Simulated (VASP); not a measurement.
# V (Im-3m) in VASP: a series of runs, part 2 of 3

VASP 6.6.1. Earlier steps stand in the parts before.

## 3. Relaxation of cell and atoms, BLYP

This run uses another cell than the first one, of 13.83 Å³/atom, 0.997 times its volume.

INCAR reads:

```
PREC = Accurate
ENCUT = 600
EDIFF = 1E-6
ISMEAR = -1
SIGMA = 0.1
LREAL = F
LASPH = T
NELM = 80
ALGO = Normal
ISIF = 3
LWAVE = F
LCHARG = F
GGA = B5
ALDAX = 1.0
AGGAX = 1.0
AGGAC = 1.0
ALDAC = 0.0
IBRION = 2
NSW = 80
EDIFFG = -0.01
```

KPOINTS reads:

```
Automatic mesh
0
Gamma
  15 15 15
```

POSCAR reads:

```
V
1.0
   -1.5120000000      1.5120000000      1.5120000000
    1.5120000000     -1.5120000000      1.5120000000
    1.5120000000      1.5120000000     -1.5120000000
V
1
Direct
    0.0000000000      0.0000000000      0.0000000000
```

Potentials or basis: VASP PAW PBE potentials, release 64 (V_sv).

Command:

```
> cat potpaw_PBE.64/V_sv/POTCAR > POTCAR
> mpirun -np 1 vasp_std > vasp.out
```

OUTCAR:

```text
PREC = Accurate
   ENCUT = 600
   EDIFF = 1E-6
   ISMEAR = -1
   LREAL = F
   LASPH = T
   NELM = 80
   ISIF = 3
   GGA = B5
   IBRION = 2
   NSW = 80
   EDIFFG = -0.01

 ion  position               nearest neighbor table
   1  0.000  0.000  0.000-

  LATTYP: Found a body centered cubic cell.
 ALAT       =     3.0240000000

  Lattice vectors:

 A1 = (  -1.5120000000,   1.5120000000,   1.5120000000)
 A2 = (   1.5120000000,  -1.5120000000,   1.5120000000)
 A3 = (   1.5120000000,   1.5120000000,  -1.5120000000)

Analysis of symmetry for initial positions (statically):
=====================================================================
 Subroutine PRICEL returns:
 Original cell was already a primitive cell.

 Routine SETGRP: Setting up the symmetry group for a
 body centered cubic supercell.

 Subroutine GETGRP returns: Found 48 space group operations
 (whereof 48 operations were pure point group operations)
 out of a pool of 48 trial point group operations.

The static configuration has the point symmetry O_h .

Analysis of symmetry for dynamics (positions and initial velocities):
=====================================================================
 Subroutine PRICEL returns:
 Original cell was already a primitive cell.

 Routine SETGRP: Setting up the symmetry group for a
 body centered cubic supercell.

 Subroutine GETGRP returns: Found 48 space group operations
 (whereof 48 operations were pure point group operations)
 out of a pool of 48 trial point group operations.

The dynamic configuration has the point symmetry O_h .

 Subroutine INISYM returns: Found 48 space group operations
 (whereof 48 operations are pure point group operations),
 and found     1 'primitive' translations

----------------------------------------------------------------------------------------

                                     Primitive cell

  volume of cell :      13.8266

  direct lattice vectors                    reciprocal lattice vectors
    -1.512000000  1.512000000  1.512000000     0.000000000  0.330687831  0.330687831
     1.512000000 -1.512000000  1.512000000     0.330687831  0.000000000  0.330687831
     1.512000000  1.512000000 -1.512000000     0.330687831  0.330687831  0.000000000

  length of vectors
     2.618860821  2.618860821  2.618860821     0.467663215  0.467663215  0.467663215

  position of ions in fractional coordinates (direct lattice)
     0.000000000  0.000000000  0.000000000

  ion indices of the primitive-cell ions
   primitive index   ion index
                 1           1

----------------------------------------------------------------------------------------

 KPOINTS: Automatic mesh

Automatic generation of k-mesh.
 Grid dimensions read from file:
 generate k-points for:   15   15   15

 Generating k-lattice:

  Cartesian coordinates                     Fractional coordinates (reciprocal lattice)
     0.000000000  0.022045855  0.022045855     0.066666667  0.000000000  0.000000000
     0.022045855  0.000000000  0.022045855     0.000000000  0.066666667  0.000000000
     0.022045855  0.022045855  0.000000000     0.000000000  0.000000000  0.066666667

  Length of vectors
[... 38 lines left out ...]
   number of dos      NEDOS =    301   number of ions     NIONS =      1
   total plane-waves  NPLWV =  13824
   dimension x,y,z NGX =    24 NGY =   24 NGZ =   24
   dimension x,y,z NGXF=    48 NGYF=   48 NGZF=   48
   ions per type =               1
   NGX,Y,Z   is equivalent  to a cutoff of  15.24, 15.24, 15.24 a.u.
   NGXF,Y,Z  is equivalent  to a cutoff of  30.47, 30.47, 30.47 a.u.
 SYSTEM =  unknown system
   PREC   = accura    normal or accurate (medium, high low for compatibility)
   ISTART =      0    job   : 0-new  1-cont  2-samecut
   ICHARG =      2    charge: 1-file 2-atom 10-const
   ISPIN  =      1    spin polarized calculation?
   LNONCOLLINEAR =      F non collinear calculations
   LSORBIT =      F    spin-orbit coupling
   LASPH  =      T    aspherical Exc in radial PAW
   ENCUT  =  600.0 eV  44.10 Ry    6.64 a.u.   5.23  5.23  5.23*2*pi/ulx,y,z
   NELM   =     80;   NELMIN=  2; NELMDL= -5     # of ELM steps
   EDIFF  = 0.1E-05   stopping-criterion for ELM
   LREAL  =      F    real-space projection
   EDIFFG = -.1E-01   stopping-criterion for IOM
   NSW    =     80    number of steps for IOM
   IBRION =      2    ionic relax: 0-MD 1-quasi-New 2-CG
   NFREE  =      1    steps in history (QN), initial steepest desc. (CG)
   ISIF   =      3    stress and relaxation
   ISYM   =      2    0-nonsym 1-usesym 2-fastsym
   POTIM  = 0.5000    time-step for ionic-motion
   TEBEG  =    0.0;   TEEND  =   0.0 temperature during run
   PSTRESS=    0.0 pullay stress
   NELECT =      13.0000    total number of electrons
   NUPDOWN=      -1.0000    fix difference up-down
   EMIN   =  10.00;   EMAX   =-10.00  energy-range for DOS
   EFERMI =   0.00;   METHOD = LEGACY
   ISMEAR =    -1;   SIGMA  =   0.10  broadening in eV -4-tet -1-fermi 0-gaus
   EFERMI_NEDOS =   21; number of points for ismear=-14 and -15
   IALGO  =     38    algorithm
   IMIX   =      4    mixing-type and parameters
     AMIX     =   0.40;   BMIX     =  1.00
     AMIX_MAG =   1.60;   BMIX_MAG =  1.00
  volume/ion in A,a.u.               =      13.83        93.31
  Fermi-wavevector in a.u.,A,eV,Ry     =   1.603802  3.030747 34.996657  2.572182
  Thomas-Fermi vector in A             =   2.700408
   LORBIT       =      0    0 simple, 1 ext, 2 COOP (PROOUT), +10 PAW based schemes
   GGA     = B5    functional components
   LHFCALC =     F    Hartree Fock is set to
   AEXX    =    0.0000 exact exchange contribution
   IVDW    =     0    specifies the selected vdW correction
   LEPSILON=     F    determine dielectric tensor
   LRPA    =     F    only Hartree local field effects (RPA)
 conjugate gradient relaxation of ions
 non-spin polarized calculation
  energy-cutoff  :      600.00
  volume of cell :       13.83
 maximum number of plane-waves:       478
 NGX is ok and might be reduce to    24
   NGX = 11   NGY = 11   NGZ = 11

--------------------------------------- Ionic step        1  -------------------------------------------

 number of electron      13.0000003 magnetization

 Free energy of the ion-electron system (eV)
  ---------------------------------------------------
  ext. energy  EPLUGINS =         0.00000000
  ---------------------------------------------------
  free energy    TOTEN  =        -7.87237688 eV

  energy without entropy =       -7.81372772  energy(sigma->0) =       -7.84305230

------------------------ aborting loop because EDIFF is reached ----------------------------------------

  FORCE on cell =-STRESS in cart. coord.  units (eV):
  Direction    XX          YY          ZZ          XY          YZ          ZX
  --------------------------------------------------------------------------------------
  -------------------------------------------------------------------------------------
  Total        0.0615446      0.0615446      0.0615446     -0.0000000      0.0000000     -0.0000000
  in kB        7.1315661      7.1315661      7.1315661     -0.0000000      0.0000000     -0.0000000
  external PRESSURE =       7.1315661 kB  Pullay stress =       0.0000000 kB
[... 57 lines left out ...]
--------------------------------------- Ionic step        3  -------------------------------------------

 number of electron      13.0000003 magnetization

 Free energy of the ion-electron system (eV)
  ---------------------------------------------------
  ext. energy  EPLUGINS =         0.00000000
  ---------------------------------------------------
  free energy    TOTEN  =        -7.87250854 eV

  energy without entropy =       -7.81354396  energy(sigma->0) =       -7.84302625

 E-fermi :   9.8373     XC(G=0): -12.1876

 val. band max:        9.8251252400   @ k =  -0.3333   0.3333   0.0667
 cond. band min:       9.8735746761   @ k =  -0.4000  -0.4000   0.2000
 fundamental gap:      0.0484494362
 Fermi energy:         9.8372598797

 k-point     1 :       0.0000    0.0000    0.0000
  band No.  band energies     occupation
      1     -53.6633      2.00000
      2     -27.1885      2.00000
      3     -27.1885      2.00000
      4     -27.1885      2.00000
      5       3.4758      2.00000
      6      10.1542      0.08068
      7      10.1542      0.08068
      8      10.1542      0.08068
      9      12.1142      0.00000
     10      12.1142      0.00000
[... 287 lines left out ...]
 k-point    24 :       0.4000    0.2000    0.0000
  band No.  band energies     occupation
      1     -53.4701      2.00000
      2     -27.9106      2.00000
      3     -27.5649      2.00000
      4     -27.2704      2.00000
      5       7.6159      2.00000
      6       8.7754      1.99995
      7       9.8012      1.17821
      8      12.0460      0.00000
      9      12.6485      0.00000
     10      16.0301      0.00000

 [... further k-points ...]
[... 5 lines left out ...]
  --------------------------------------------------------------------------------------
  -------------------------------------------------------------------------------------
  Total        0.0000962      0.0000962      0.0000962     -0.0000000     -0.0000000      0.0000000
  in kB        0.0110998      0.0110998      0.0110998     -0.0000000     -0.0000000      0.0000000
  external PRESSURE =       0.0110998 kB  Pullay stress =       0.0000000 kB
[... 16 lines left out ...]
  FREE ENERGIE OF THE ION-ELECTRON SYSTEM (eV)
  ---------------------------------------------------
  free  energy   TOTEN  =        -7.8725085434 eV

  energy  without entropy=       -7.8135439597  energy(sigma->0) =       -7.84302625

 reached required accuracy - stopping structural energy minimisation
```

Wall time 25 s (1 thread of Intel Xeon 6975P-C (Granite Rapids), shared host); peak memory 0.15 GiB.

What came out:

```
Free energy                            : -7.8725 eV
Relaxed volume                         : 13.89 Å³/atom
Relaxed cell                           : a = 2.623 Å, b = 2.623 Å, c = 2.623 Å, α = 109.47°, β = 109.47°, γ = 109.47°
Space group after relaxing (to 0.05 Å) : Im-3m (No. 229)
Energy gained by relaxing              : 0.1 meV/atom
Ionic steps                            : 3
Pressure after relaxing                : 0.0 GPa
```

Step by step:
```
step  energy change (eV)  largest force (eV/Å)  pressure (GPa)  volume (Å³)
   1              0.0000                0.0000            0.71        13.83
   2              0.0000                0.0000           -0.80        13.95
   3             -0.0001                0.0000            0.00        13.89
```

Final structure:
```yaml
crystal:
  lattice:
    - [-1.51417, 1.51417, 1.51417]
    - [1.51417, -1.51417, 1.51417]
    - [1.51417, 1.51417, -1.51417]
  atoms:
    - { symbol: V, position: [0.00000, 0.00000, 0.00000] }
```

Levels at points of the mesh, in eV from the Fermi level:
```tsv
k point	band 2	band 3	band 4	band 5	band 6	band 7	band 8	band 9	band 10
(0.00, 0.00, 0.00)	-37.03	-37.03	-37.03	-6.36	0.32	0.32	0.32	2.28	2.28
```

Caveat: the PAW data sets were made with another functional, which shifts forces and pressure a little. Zero-point motion and thermal expansion aren't in these numbers.

[end of part 2 of 3]
